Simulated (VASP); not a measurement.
# Nb4H in VASP: notebook, part 2 of 2

VASP 6.6.1. The steps go on from the part before.

### Step 3. Single point, LDA

Contents of INCAR:

```
ALGO = Normal ; DIPOL = 0.5 0.5 0.330
EDIFF = 1E-6 ; ENCUT = 520
IDIPOL = 3 ; ISIF = 2
ISMEAR = 0 ; LASPH = True
LCHARG = False ; LDIPOL = True
LREAL = False ; LWAVE = False
NBANDS = 34 ; NELM = 60
PREC = Accurate ; SIGMA = 0.1
```

Contents of KPOINTS:

```
k-points
0
Gamma
  9 7 1
```

Contents of POSCAR:

```
Nb4H
1.0
    2.9270177669      0.0000000000      0.0000000000
    0.0000000000      4.1394282232      0.0000000000
    0.0000000000      0.0000000000     21.2576690685
Nb H
4 1
Direct
    0.5000000000      0.5000000000      0.1881673850
    0.0000000000      0.0000000000      0.2570135449
    0.5000000000      0.5000000000      0.3306382692
    0.0000000000      0.0000000000      0.3884559987
    0.0000000000      0.5000000000      0.4877142943
```

Potentials or basis: VASP PAW LDA potentials, release 64 (Nb_sv, H).

Started as:

```bash
> cat potpaw_LDA.64/Nb_sv/POTCAR potpaw_LDA.64/H/POTCAR > POTCAR
> mpirun -np 1 vasp_std > vasp.out
```

OUTCAR:

```text
EDIFF = 1E-6
   ENCUT = 520
   ISIF = 2
   ISMEAR = 0
   LASPH = True
   LREAL = False
   NELM = 60
   PREC = Accurate

 ion  position               nearest neighbor table
   1  0.500  0.500  0.188-   2 2.93   2 2.93   2 2.93   2 2.93   3 3.03
   2  0.000  0.000  0.257-   4 2.79   1 2.93   1 2.93   1 2.93   1 2.93   3 2.98   3 2.98   3 2.98
                             3 2.98
   3  0.500  0.500  0.331-   4 2.82   4 2.82   4 2.82   4 2.82   2 2.98   2 2.98   2 2.98   2 2.98
                             1 3.03
   4  0.000  0.000  0.388-   2 2.79   3 2.82   3 2.82   3 2.82   3 2.82
   5  0.000  0.500  0.488-

  LATTYP: Found a simple orthorhombic cell.
 ALAT       =     2.9270177669
 B/A-ratio  =     1.4142135624
 C/A-ratio  =     7.2625691955

  Lattice vectors:

 A1 = (   2.9270177669,   0.0000000000,   0.0000000000)
 A2 = (   0.0000000000,   4.1394282232,   0.0000000000)
 A3 = (   0.0000000000,   0.0000000000,  21.2576690685)

Analysis of symmetry for initial positions (statically):
=====================================================================
 Subroutine PRICEL returns:
 Original cell was already a primitive cell.

 Routine SETGRP: Setting up the symmetry group for a
 simple orthorhombic supercell.

 Subroutine GETGRP returns: Found  4 space group operations
 (whereof  4 operations were pure point group operations)
 out of a pool of  8 trial point group operations.

The static configuration has the point symmetry C_2v.

Analysis of symmetry for dynamics (positions and initial velocities):
=====================================================================
 Subroutine PRICEL returns:
 Original cell was already a primitive cell.

 Routine SETGRP: Setting up the symmetry group for a
 simple orthorhombic supercell.

 Subroutine GETGRP returns: Found  4 space group operations
 (whereof  4 operations were pure point group operations)
 out of a pool of  8 trial point group operations.

The dynamic configuration has the point symmetry C_2v.

 Subroutine INISYM returns: Found  4 space group operations
 (whereof  4 operations are pure point group operations),
 and found     1 'primitive' translations

----------------------------------------------------------------------------------------

                                     Primitive cell

  volume of cell :     257.5617

  direct lattice vectors                    reciprocal lattice vectors
     2.927017767  0.000000000  0.000000000     0.341644663  0.000000000  0.000000000
     0.000000000  4.139428223  0.000000000     0.000000000  0.241579258  0.000000000
     0.000000000  0.000000000 21.257669069     0.000000000  0.000000000  0.047041846

  length of vectors
     2.927017767  4.139428223 21.257669069     0.341644663  0.241579258  0.047041846

  position of ions in fractional coordinates (direct lattice)
     0.500000000  0.500000000  0.188167385
     0.000000000  0.000000000  0.257013545
     0.500000000  0.500000000  0.330638269
     0.000000000  0.000000000  0.388455999
     0.000000000  0.500000000  0.487714294

  ion indices of the primitive-cell ions
   primitive index   ion index
                 1           1
                 2           2
                 3           3
                 4           4
                 5           5

----------------------------------------------------------------------------------------
[... 48 lines left out ...]
   number of dos      NEDOS =    301   number of ions     NIONS =      5
   total plane-waves  NPLWV = 122880
   dimension x,y,z NGX =    24 NGY =   32 NGZ =  160
   dimension x,y,z NGXF=    48 NGYF=   64 NGZF=  320
   ions per type =               4   1
   NGX,Y,Z   is equivalent  to a cutoff of  13.63, 12.85, 12.51 a.u.
   NGXF,Y,Z  is equivalent  to a cutoff of  27.26, 25.70, 25.03 a.u.
 SYSTEM =  unknown system
   PREC   = accura    normal or accurate (medium, high low for compatibility)
   ISTART =      0    job   : 0-new  1-cont  2-samecut
   ICHARG =      2    charge: 1-file 2-atom 10-const
   ISPIN  =      1    spin polarized calculation?
   LNONCOLLINEAR =      F non collinear calculations
   LSORBIT =      F    spin-orbit coupling
   LASPH  =      T    aspherical Exc in radial PAW
   ENCUT  =  520.0 eV  38.22 Ry    6.18 a.u.   5.44  7.70 39.53*2*pi/ulx,y,z
   NELM   =     60;   NELMIN=  2; NELMDL= -5     # of ELM steps
   EDIFF  = 0.1E-05   stopping-criterion for ELM
   LREAL  =      F    real-space projection
   EDIFFG = 0.1E-04   stopping-criterion for IOM
   NSW    =      0    number of steps for IOM
   IBRION =     -1    ionic relax: 0-MD 1-quasi-New 2-CG
   NFREE  =      0    steps in history (QN), initial steepest desc. (CG)
   ISIF   =      2    stress and relaxation
   ISYM   =      2    0-nonsym 1-usesym 2-fastsym
   POTIM  = 0.5000    time-step for ionic-motion
   TEBEG  =    0.0;   TEEND  =   0.0 temperature during run
   PSTRESS=    0.0 pullay stress
   NELECT =      53.0000    total number of electrons
   NUPDOWN=      -1.0000    fix difference up-down
   EMIN   =  10.00;   EMAX   =-10.00  energy-range for DOS
   EFERMI =   0.00;   METHOD = LEGACY
   ISMEAR =     0;   SIGMA  =   0.10  broadening in eV -4-tet -1-fermi 0-gaus
   EFERMI_NEDOS =   21; number of points for ismear=-14 and -15
   IALGO  =     38    algorithm
   IMIX   =      4    mixing-type and parameters
     AMIX     =   0.40;   BMIX     =  1.00
     AMIX_MAG =   1.60;   BMIX_MAG =  1.00
  volume/ion in A,a.u.               =      51.51       347.62
  Fermi-wavevector in a.u.,A,eV,Ry     =   0.966510  1.826439 12.709767  0.934142
  Thomas-Fermi vector in A             =   2.096318
   LORBIT       =      0    0 simple, 1 ext, 2 COOP (PROOUT), +10 PAW based schemes
   GGA     = CA    functional components
   LHFCALC =     F    Hartree Fock is set to
   AEXX    =    0.0000 exact exchange contribution
   IVDW    =     0    specifies the selected vdW correction
   LEPSILON=     F    determine dielectric tensor
   LRPA    =     F    only Hartree local field effects (RPA)
 non-spin polarized calculation
 Gauss-broadening in eV      SIGMA  =   0.10
  energy-cutoff  :      520.00
  volume of cell :      257.56
 maximum number of plane-waves:      6993
 NGX is ok and might be reduce to    24
   NGX = 11   NGY = 15   NGZ = 79

 dipolmoment           0.000000      0.000000     -0.281526 electrons x Angstroem

 number of electron      52.9999999 magnetization

 dipolmoment           0.000000      0.000000      0.147084 electrons x Angstroem

 Free energy of the ion-electron system (eV)
  ---------------------------------------------------
  ext. energy  EPLUGINS =         0.00000000
  ---------------------------------------------------
  free energy    TOTEN  =       -41.73957875 eV

  energy without entropy =      -41.70471845  energy(sigma->0) =      -41.72214860

 E-fermi :  -0.2382     XC(G=0):  -4.9263

 val. band max:       -0.2446020519   @ k =   0.1111   0.2857   0.0000
 cond. band min:      -0.2295324564   @ k =   0.4444   0.4286   0.0000
 fundamental gap:      0.0150695955
 Fermi energy:        -0.2381733623

 k-point     1 :       0.0000    0.0000    0.0000
  band No.  band energies     occupation
      1     -54.8144      2.00000
      2     -54.7727      2.00000
      3     -54.5054      2.00000
      4     -54.3710      2.00000
      5     -31.4419      2.00000
      6     -31.2429      2.00000
[... 729 lines left out ...]
     33       1.9633      0.00000
     34       2.4320      0.00000

------------------------ aborting loop because EDIFF is reached ----------------------------------------

 vacuum level on the upper side and lower side of the slab       (xc-potential included)         0.880        -1.258

  FORCE on cell =-STRESS in cart. coord.  units (eV):
  Direction    XX          YY          ZZ          XY          YZ          ZX
  --------------------------------------------------------------------------------------
  -------------------------------------------------------------------------------------
  Total       -6.8626734     -8.2869883     -4.6208941      0.0000000      0.0000000      0.0000000
  in kB      -42.6896465    -51.5496772    -28.7445321      0.0000000      0.0000000      0.0000000
  external PRESSURE =     -40.9946186 kB  Pullay stress =       0.0000000 kB

 VOLUME and BASIS-vectors are now :
 -----------------------------------------------------------------------------
  energy-cutoff  :      520.00
  volume of cell :      257.56
      direct lattice vectors                 reciprocal lattice vectors
     2.927017767  0.000000000  0.000000000     0.341644663  0.000000000  0.000000000
     0.000000000  4.139428223  0.000000000     0.000000000  0.241579258  0.000000000
     0.000000000  0.000000000 21.257669069     0.000000000  0.000000000  0.047041846

 POSITION                                       TOTAL-FORCE (eV/Angst)
 -----------------------------------------------------------------------------------
      1.46351      2.06971      4.00000         0.000000      0.000000      1.254463
      0.00000      0.00000      5.46351         0.000000      0.000000     -1.288506
      1.46351      2.06971      7.02860         0.000000      0.000000      0.049806
      0.00000      0.00000      8.25767         0.000000      0.000000      1.295125
      0.00000      2.06971     10.36767         0.000000      0.000000     -1.310887
 -----------------------------------------------------------------------------------
    total drift:                                0.000000      0.000000     -0.000786

  FREE ENERGIE OF THE ION-ELECTRON SYSTEM (eV)
  ---------------------------------------------------
  free  energy   TOTEN  =       -41.7395787523 eV

  energy  without entropy=      -41.7047184490  energy(sigma->0) =      -41.72214860

 vacuum level on the upper side and lower side of the slab         5.686         3.492
```

OSZICAR:

```text
N       E                     dE             d eps       ncg     rms          rms(c)
DAV:   1     0.562627165584E+03    0.56263E+03   -0.28495E+04  1736   0.136E+03
DAV:   2     0.137208674294E+02   -0.54891E+03   -0.53542E+03  1888   0.587E+02
DAV:   3    -0.409926376659E+02   -0.54714E+02   -0.53940E+02  2336   0.122E+02
DAV:   4    -0.455271746012E+02   -0.45345E+01   -0.44682E+01  2376   0.356E+01
[... 19 lines left out ...]
DAV:  24    -0.417395721347E+02   -0.10705E-04   -0.14662E-06  1136   0.703E-03    0.639E-04
DAV:  25    -0.417395748776E+02   -0.27428E-05   -0.32190E-07  1088   0.482E-03    0.493E-04
DAV:  26    -0.417395771952E+02   -0.23177E-05   -0.23554E-07   968   0.357E-03    0.469E-04
DAV:  27    -0.417395785520E+02   -0.13567E-05   -0.14766E-07   946   0.328E-03    0.271E-04
DAV:  28    -0.417395787523E+02   -0.20036E-06   -0.81454E-08   818   0.253E-03
   1 F= -.41739579E+02 E0= -.41722149E+02  d E =-.348603E-01
```

Wall time 3.7 min (1 thread of Intel Xeon 6975P-C (Granite Rapids), shared host); peak memory 0.35 GiB.

Results:

```yaml
Free_energy: -41.7396 eV
Largest_force: 1.311 eV/Å
```

Forces in eV/Å, atoms in the order of the input:
```
Nb   0.000  0.000  1.254
Nb   0.000  0.000 -1.289
Nb   0.000  0.000  0.050
Nb   0.000  0.000  1.295
H    0.000  0.000 -1.311
```

Levels at points of the mesh, in eV from the Fermi level:
```tsv
k point	band 24	band 25	band 26	band 27	band 28	band 29
(0.00, 0.00, 0.00)	-0.95	-0.47	-0.28	0.33	0.35	0.39
```

### Step 4. Single point, LDA

Contents of INCAR:

```
ALGO = Normal ; DIPOL = 0.5 0.5 0.339
EDIFF = 1E-6 ; ENCUT = 520
GGA = CA ; IDIPOL = 3
ISIF = 2 ; ISMEAR = 0
LASPH = True ; LCHARG = True
LDIPOL = True ; LELF = True
LREAL = False ; LVACPOTAV = True
LVHAR = True ; LWAVE = False
NBANDS = 34 ; NELM = 60
PREC = Accurate ; SIGMA = 0.1
```

KPOINTS is that of step 3.

POSCAR: that of step 3 with these lines changed.

```diff
@@ -12,2 +12,2 @@
     0.0000000000      0.0000000000      0.3884559987
-    0.0000000000      0.5000000000      0.4877142943
+    0.0000000000      0.5000000000      0.5300519559
```

Started as:

```bash
> cat potpaw_LDA.64/Nb_sv/POTCAR potpaw_LDA.64/H/POTCAR > POTCAR
> mpirun -np 1 vasp_std > vasp.out
```

Wall time 3.3 min (1 thread of Intel Xeon 6975P-C (Granite Rapids), shared host); peak memory 0.34 GiB.

It converged, with:

- Free energy: -40.8852 eV
- Largest force: 1.390 eV/Å

Forces on the atoms (eV/Å):
```
Nb   0.000  0.000  1.381
Nb   0.000  0.000 -1.390
Nb   0.000  0.000 -0.112
Nb   0.000  0.000  0.767
H    0.000  0.000 -0.646
```

Levels at points of the mesh, in eV from the Fermi level:
| k point | band 23 | band 24 | band 25 | band 26 | band 27 | band 28 | band 29 | band 30 |
| --- | --- | --- | --- | --- | --- | --- | --- | --- |
| (0.00, 0.00, 0.00) | -1.28 | -0.96 | -0.48 | -0.30 | 0.25 | 0.33 | 0.34 | 0.65 |
